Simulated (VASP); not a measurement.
# VH4 (a cell with a defect) in VASP: single point with r2SCAN+U

Aim: the single point of VH4 (a cell with a defect) with r2SCAN+U.

Program: VASP 6.6.1. These are calculated values, not measurements. Logs are shortened: lines on timing, memory, paths and dates and some standing lists are left out, and cuts for length are marked.

## Step 1: The cell of the first run

The cell holds a defect, 5 atoms: a = 3.107 Å, b = 3.146 Å, c = 4.331 Å, α = 91.01°, β = 87.76°, γ = 90.42°.

## Step 2: Single point, r2SCAN+U

File POSCAR:

```
VH4
1.0
   -2.2042620000      0.0602090000      2.1884280000
    2.2322430000     -0.0273310000      2.2164090000
   -0.0875410000      4.3304210000      0.0328780000
V H
1 4
Direct
    0.9768790000      0.0386790000      0.9859000000
    0.9827260000      0.4917860000      0.2487180000
    0.5105340000      0.0297190000      0.7456670000
    0.0034200000      0.5112470000      0.7565780000
    0.5141250000      0.9689300000      0.2321400000
```

File INCAR.step1:

```
ALGO = Normal
EDIFF = 1E-4
ENCUT = 520
GGA = PE
ISMEAR = 1
LASPH = True
LCHARG = False
LDAU = True
LDAUJ = 0.51 0
LDAUL = 2 -1
LDAUTYPE = 1
LDAUU = 4.61 0
LMAXMIX = 4
LREAL = False
LWAVE = True
NBANDS = 16
NELM = 150
PREC = Accurate
SIGMA = 0.0844
```

File INCAR.step2:

```
ALGO = Normal
EDIFF = 1E-6
ENCUT = 520
ISIF = 2
ISMEAR = 1
ISTART = 1
LASPH = True
LCHARG = True
LDAU = True
LDAUJ = 0.51 0
LDAUL = 2 -1
LDAUPRINT = 1
LDAUTYPE = 1
LDAUU = 4.61 0
LELF = True
LMAXMIX = 4
LMIXTAU = True
LREAL = False
LVHAR = True
LWAVE = False
METAGGA = R2SCAN
NBANDS = 16
NELM = 150
PREC = Accurate
SIGMA = 0.0844
```

File KPOINTS:

```
Automatic mesh
0
Gamma
  6 6 4
  0.5 0 0
```

Potentials or basis: VASP PAW PBE potentials, release 64 (V_sv, H).

The run is started by

```bash
$ cat potpaw_PBE.64/V_sv/POTCAR potpaw_PBE.64/H/POTCAR > POTCAR
$ cp INCAR.step1 INCAR
$ mpirun -np 1 vasp_std > vasp.out
$ cp INCAR.step2 INCAR
$ mpirun -np 1 vasp_std > vasp.out
```

OUTCAR:

```text
EDIFF = 1E-6
   ENCUT = 520
   ISIF = 2
   ISMEAR = 1
   ISTART = 1
   LASPH = True
   LREAL = False
   METAGGA = R2SCAN
   NELM = 150
   PREC = Accurate

 ion  position               nearest neighbor table
   1  0.977  0.039  0.986-   5 1.77   4 1.80   2 1.81   3 1.82
   2  0.983  0.492  0.249-   1 1.81
   3  0.511  0.030  0.746-   1 1.82
   4  0.003  0.511  0.757-   1 1.80
   5  0.514  0.969  0.232-   1 1.77

  LATTYP: Found a triclinic cell.
 ALAT       =     4.3314305289
 B/A-ratio  =     0.7172467700
 C/A-ratio  =     0.7262752178
 COS(alpha) =     0.0073305753
 COS(beta)  =     0.0176793553
 COS(gamma) =     0.0390625892

  Lattice vectors:

 A1 = (   0.0875410000,  -4.3304210000,  -0.0328780000)
 A2 = (   2.2042620000,  -0.0602090000,  -2.1884280000)
 A3 = (   2.2322430000,  -0.0273310000,   2.2164090000)

Analysis of symmetry for initial positions (statically):
=====================================================================
 Subroutine PRICEL returns:
 Original cell was already a primitive cell.

 Routine SETGRP: Setting up the symmetry group for a
 triclinic supercell.

 Subroutine GETGRP returns: Found  1 space group operations
 (whereof  1 operations were pure point group operations)
 out of a pool of  2 trial point group operations.

The static configuration has the point symmetry C_1 .

Analysis of symmetry for dynamics (positions and initial velocities):
=====================================================================
 Subroutine PRICEL returns:
 Original cell was already a primitive cell.

 Routine SETGRP: Setting up the symmetry group for a
 triclinic supercell.

 Subroutine GETGRP returns: Found  1 space group operations
 (whereof  1 operations were pure point group operations)
 out of a pool of  2 trial point group operations.

The dynamic configuration has the point symmetry C_1 .

 Subroutine INISYM returns: Found  1 space group operations
 (whereof  1 operations are pure point group operations),
 and found     1 'primitive' translations

----------------------------------------------------------------------------------------

                                     Primitive cell

  volume of cell :      42.2917

  direct lattice vectors                    reciprocal lattice vectors
    -2.204262000  0.060209000  2.188428000    -0.226968645 -0.006323192  0.228512134
     2.232243000 -0.027331000  2.216409000     0.224035499  0.002816286  0.225578987
    -0.087541000  4.330421000  0.032878000     0.004569687  0.231030120 -0.001753453

  length of vectors
     3.106704556  3.145810651  4.331430529     0.322137462  0.317939799  0.231081962

  position of ions in fractional coordinates (direct lattice)
     0.976879000  0.038679000  0.985900000
     0.982726000  0.491786000  0.248718000
     0.510534000  0.029719000  0.745667000
     0.003420000  0.511247000  0.756578000
     0.514125000  0.968930000  0.232140000

  ion indices of the primitive-cell ions
   primitive index   ion index
                 1           1
                 2           2
                 3           3
                 4           4
                 5           5

----------------------------------------------------------------------------------------

 KPOINTS: Automatic mesh

Automatic generation of k-mesh.
 Grid dimensions read from file:
 generate k-points for:    6    6    4

 Generating k-lattice:

  Cartesian coordinates                     Fractional coordinates (reciprocal lattice)
    -0.037828108 -0.001053865  0.038085356     0.166666667  0.000000000  0.000000000
     0.037339250  0.000469381  0.037596498    -0.000000000  0.166666667 -0.000000000
     0.001142422  0.057757530 -0.000438363    -0.000000000  0.000000000  0.250000000

  Length of vectors
     0.053689577  0.052989966  0.057770491

  Shift w.r.t. Gamma in fractional coordinates (k-lattice)
     0.500000000  0.000000000  0.000000000

 Subroutine IBZKPT returns following result:
 ===========================================

 Found     72 irreducible k-points:

 Following reciprocal coordinates:
            Coordinates               Weight
  0.083333 -0.000000  0.000000      2.000000
  0.250000 -0.000000  0.000000      2.000000
  0.416667 -0.000000  0.000000      2.000000
  0.083333  0.166667 -0.000000      2.000000
  0.250000  0.166667 -0.000000      2.000000
  0.416667  0.166667  0.000000      2.000000
[... 16 lines left out ...]
 -0.250000  0.000000  0.250000      2.000000
 -0.083333 -0.000000  0.250000      2.000000
 [... further k-points ...]
   k-points           NKPTS =     72   k-points in BZ     NKDIM =     72   number of bands    NBANDS=     16
   number of dos      NEDOS =    301   number of ions     NIONS =      5
   total plane-waves  NPLWV =  18432
   dimension x,y,z NGX =    24 NGY =   24 NGZ =   32
   dimension x,y,z NGXF=    48 NGYF=   48 NGZF=   64
   ions per type =               1   4
   NGX,Y,Z   is equivalent  to a cutoff of  12.84, 12.68, 12.28 a.u.
   NGXF,Y,Z  is equivalent  to a cutoff of  25.69, 25.37, 24.56 a.u.
 SYSTEM =  unknown system
   PREC   = accura    normal or accurate (medium, high low for compatibility)
   ISTART =      1    job   : 0-new  1-cont  2-samecut
   ICHARG =      0    charge: 1-file 2-atom 10-const
   ISPIN  =      1    spin polarized calculation?
   LNONCOLLINEAR =      F non collinear calculations
   LSORBIT =      F    spin-orbit coupling
   LASPH  =      T    aspherical Exc in radial PAW
   ENCUT  =  520.0 eV  38.22 Ry    6.18 a.u.   5.78  5.85  8.05*2*pi/ulx,y,z
   NELM   =    150;   NELMIN=  2; NELMDL=  0     # of ELM steps
   EDIFF  = 0.1E-05   stopping-criterion for ELM
   LREAL  =      F    real-space projection
   EDIFFG = 0.1E-04   stopping-criterion for IOM
   NSW    =      0    number of steps for IOM
   IBRION =     -1    ionic relax: 0-MD 1-quasi-New 2-CG
   NFREE  =      0    steps in history (QN), initial steepest desc. (CG)
   ISIF   =      2    stress and relaxation
   ISYM   =      2    0-nonsym 1-usesym 2-fastsym
   POTIM  = 0.5000    time-step for ionic-motion
   TEBEG  =    0.0;   TEEND  =   0.0 temperature during run
   PSTRESS=    0.0 pullay stress
   NELECT =      17.0000    total number of electrons
   NUPDOWN=      -1.0000    fix difference up-down
   EMIN   =  10.00;   EMAX   =-10.00  energy-range for DOS
   EFERMI =   0.00;   METHOD = LEGACY
   ISMEAR =     1;   SIGMA  =   0.08  broadening in eV -4-tet -1-fermi 0-gaus
   EFERMI_NEDOS =   21; number of points for ismear=-14 and -15
   IALGO  =     38    algorithm
   IMIX   =      4    mixing-type and parameters
     AMIX     =   0.40;   BMIX     =  1.00
     AMIX_MAG =   1.60;   BMIX_MAG =  1.00
  volume/ion in A,a.u.               =       8.46        57.08
  Fermi-wavevector in a.u.,A,eV,Ry     =   1.208202  2.283171 19.861131  1.459752
  Thomas-Fermi vector in A             =   2.343817
   LORBIT       =      0    0 simple, 1 ext, 2 COOP (PROOUT), +10 PAW based schemes
 LDA+U is selected, type is set to LDAUTYPE =  1
   angular momentum for each species LDAUL =     2   -1
   U (eV)           for each species LDAUU =   4.6  0.0
   J (eV)           for each species LDAUJ =   0.5  0.0
   METAGGA = R2SCAN    functional components
   LHFCALC =     F    Hartree Fock is set to
   AEXX    =    0.0000 exact exchange contribution
   IVDW    =     0    specifies the selected vdW correction
   LEPSILON=     F    determine dielectric tensor
   LRPA    =     F    only Hartree local field effects (RPA)
 non-spin polarized calculation
 Methfessel and Paxton  Order N= 1 SIGMA  =   0.08
  energy-cutoff  :      520.00
  volume of cell :       42.29
 maximum number of plane-waves:      1149
   NGX = 11   NGY = 11   NGZ = 17

atom =   1  type =  1  l = 2

 onsite density matrix

spin component  1

  0.5059 -0.0119  0.0019  0.0040 -0.0587
 -0.0119  0.5128 -0.0282  0.0019  0.0029
  0.0019 -0.0282  0.0893 -0.0016 -0.0458
  0.0040  0.0019 -0.0016  0.2568  0.0017
 -0.0587  0.0029 -0.0458  0.0017  0.0429

spin component  2

  0.5059 -0.0119  0.0019  0.0040 -0.0587
 -0.0119  0.5128 -0.0282  0.0019  0.0029
  0.0019 -0.0282  0.0893 -0.0016 -0.0458
  0.0040  0.0019 -0.0016  0.2568  0.0017
 -0.0587  0.0029 -0.0458  0.0017  0.0429

 occupancies and eigenvectors

  o =  0.0095  v = -0.1005 -0.0255 -0.5001  0.0047 -0.8597  0.0000  0.0000  0.0000  0.0000  0.0000      0.0000  0.0000  0.0000  0.0000  0.0000  0.0000  0.0000  0.0000  0.0000  0.0000
  o =  0.0095  v =  0.0000  0.0000  0.0000  0.0000  0.0000 -0.1005 -0.0255 -0.5001  0.0047 -0.8597      0.0000  0.0000  0.0000  0.0000  0.0000  0.0000  0.0000  0.0000  0.0000  0.0000
  o =  0.1133  v =  0.0765 -0.0622 -0.8632 -0.0170  0.4949  0.0000  0.0000  0.0000  0.0000  0.0000      0.0000  0.0000  0.0000  0.0000  0.0000  0.0000  0.0000  0.0000  0.0000  0.0000
  o =  0.1133  v =  0.0000  0.0000  0.0000  0.0000  0.0000  0.0765 -0.0622 -0.8632 -0.0170  0.4949      0.0000  0.0000  0.0000  0.0000  0.0000  0.0000  0.0000  0.0000  0.0000  0.0000
  o =  0.2568  v = -0.0131 -0.0097 -0.0120  0.9997  0.0142  0.0000  0.0000  0.0000  0.0000  0.0000      0.0000  0.0000  0.0000  0.0000  0.0000  0.0000  0.0000  0.0000  0.0000  0.0000
  o =  0.2568  v =  0.0000  0.0000  0.0000  0.0000  0.0000 -0.0131 -0.0097 -0.0120  0.9997  0.0142      0.0000  0.0000  0.0000  0.0000  0.0000  0.0000  0.0000  0.0000  0.0000  0.0000
  o =  0.5015  v =  0.0000  0.0000  0.0000  0.0000  0.0000  0.7200  0.6878 -0.0345  0.0169 -0.0844      0.0000  0.0000  0.0000  0.0000  0.0000  0.0000  0.0000  0.0000  0.0000  0.0000
  o =  0.5015  v =  0.7200  0.6878 -0.0345  0.0169 -0.0844  0.0000  0.0000  0.0000  0.0000  0.0000      0.0000  0.0000  0.0000  0.0000  0.0000  0.0000  0.0000  0.0000  0.0000  0.0000
  o =  0.5267  v = -0.6823  0.7227 -0.0593 -0.0040  0.0928  0.0000  0.0000  0.0000  0.0000  0.0000      0.0000  0.0000  0.0000  0.0000  0.0000  0.0000  0.0000  0.0000  0.0000  0.0000
  o =  0.5267  v =  0.0000  0.0000  0.0000  0.0000  0.0000 -0.6823  0.7227 -0.0593 -0.0040  0.0928      0.0000  0.0000  0.0000  0.0000  0.0000  0.0000  0.0000  0.0000  0.0000  0.0000

 number of electron      17.0000002 magnetization

 Free energy of the ion-electron system (eV)
  ---------------------------------------------------
  ext. energy  EPLUGINS =         0.00000000
  ---------------------------------------------------
  free energy    TOTEN  =       -22.43543785 eV

  energy without entropy =      -22.43670141  energy(sigma->0) =      -22.43585904

 E-fermi :   2.0858     XC(G=0):  -9.7444

 val. band max:        2.0703764172   @ k =   0.0833   0.3333   0.2500
 cond. band min:       2.1079804537   @ k =  -0.0833   0.1667  -0.0000
 fundamental gap:      0.0376040365
 Fermi energy:         2.0858212701

 k-point     1 :       0.0833   -0.0000    0.0000
  band No.  band energies     occupation
      1     -66.0294      2.00000
      2     -38.7724      2.00000
      3     -38.7279      2.00000
      4     -38.5143      2.00000
      5      -6.8543      2.00000
      6      -1.9449      2.00000
[... 8 lines left out ...]
     15      11.8949      0.00000
     16      12.5038      0.00000

 k-point     2 :       0.2500   -0.0000    0.0000
  band No.  band energies     occupation
      1     -66.0249      2.00000
      2     -38.7852      2.00000
      3     -38.7650      2.00000
      4     -38.5071      2.00000
      5      -6.0234      2.00000
      6      -2.0443      2.00000
[... 8 lines left out ...]
     15      11.9272      0.00000
     16      13.4618      0.00000
[... 387 lines left out ...]
      5      -5.5733      2.00000
      6      -2.7157      2.00000
[... 8 lines left out ...]
     15      12.3646      0.00000
     16      14.0327      0.00000

 k-point    24 :      -0.0833   -0.0000    0.2500
  band No.  band energies     occupation
      1     -66.0293      2.00000
      2     -38.7724      2.00000
      3     -38.7279      2.00000
      4     -38.5151      2.00000
      5      -6.4186      2.00000
      6      -2.7898      2.00000
[... 8 lines left out ...]
     15      12.3807      0.00000
     16      13.0701      0.00000

 [... further k-points ...]

------------------------ aborting loop because EDIFF is reached ----------------------------------------

  FORCE on cell =-STRESS in cart. coord.  units (eV):
  Direction    XX          YY          ZZ          XY          YZ          ZX
  --------------------------------------------------------------------------------------
  -------------------------------------------------------------------------------------
  Total       -3.0657663     -2.2344764     -2.9053474      0.4463146      0.0412846     -0.1692028
  in kB     -116.1434751    -84.6508901   -110.0661662     16.9081790      1.5640268     -6.4100790
  external PRESSURE =    -103.6201771 kB  Pullay stress =       0.0000000 kB

 VOLUME and BASIS-vectors are now :
 -----------------------------------------------------------------------------
  energy-cutoff  :      520.00
  volume of cell :       42.29
      direct lattice vectors                 reciprocal lattice vectors
    -2.204262000  0.060209000  2.188428000    -0.226968645 -0.006323192  0.228512134
     2.232243000 -0.027331000  2.216409000     0.224035499  0.002816286  0.225578987
    -0.087541000  4.330421000  0.032878000     0.004569687  0.231030120 -0.001753453

 POSITION                                       TOTAL-FORCE (eV/Angst)
 -----------------------------------------------------------------------------------
     -2.15326      4.32712      2.25597        -0.648952      0.215411     -0.050359
     -1.09017      1.12278      3.24880         0.093564     -0.741182      0.038023
     -1.12429      3.25898      1.20765         0.066243      0.548951     -0.000647
      1.06746      3.26253      1.16549         0.087642      0.462842      0.018094
      1.00930      1.00974      3.28030         0.401502     -0.486022     -0.005111
 -----------------------------------------------------------------------------------
    total drift:                               -0.007302      0.010199     -0.004379

  FREE ENERGIE OF THE ION-ELECTRON SYSTEM (eV)
  ---------------------------------------------------
  free  energy   TOTEN  =       -22.4354378527 eV

  energy  without entropy=      -22.4367014083  energy(sigma->0) =      -22.43585904
```

Wall time 5 min (1 thread of AMD EPYC 7R13 (Zen 3), shared host); peak memory 0.16 GiB.

What came out:

```yaml
Free_energy: -22.4354 eV
Pressure: -10.4 GPa
Largest_force: 0.748 eV/Å
Band_gap_on_the_k_mesh: zero (an odd number of electrons rules out a gap without spin polarisation)
```

Forces in eV/Å, atoms in the order of the input:
```
V   -0.649  0.215 -0.050
H    0.094 -0.741  0.038
H    0.066  0.549 -0.001
H    0.088  0.463  0.018
H    0.402 -0.486 -0.005
```

Eigenvalues of the final occupation matrices:
```tsv
site	spin	trace	eigenvalues
site 1 d	1	1.41	0.01 0.11 0.26 0.50 0.53
site 1 d	2	1.41	0.01 0.11 0.26 0.50 0.53
```

Caveat: the k points lie up to 0.36 Å⁻¹ apart, too coarse for converged energies and pressures of a metal; the PAW data sets were made with another functional, which shifts forces and pressure a little; U without spin polarisation on a metal has little footing; the U is typed as a test and isn't derived for this compound.
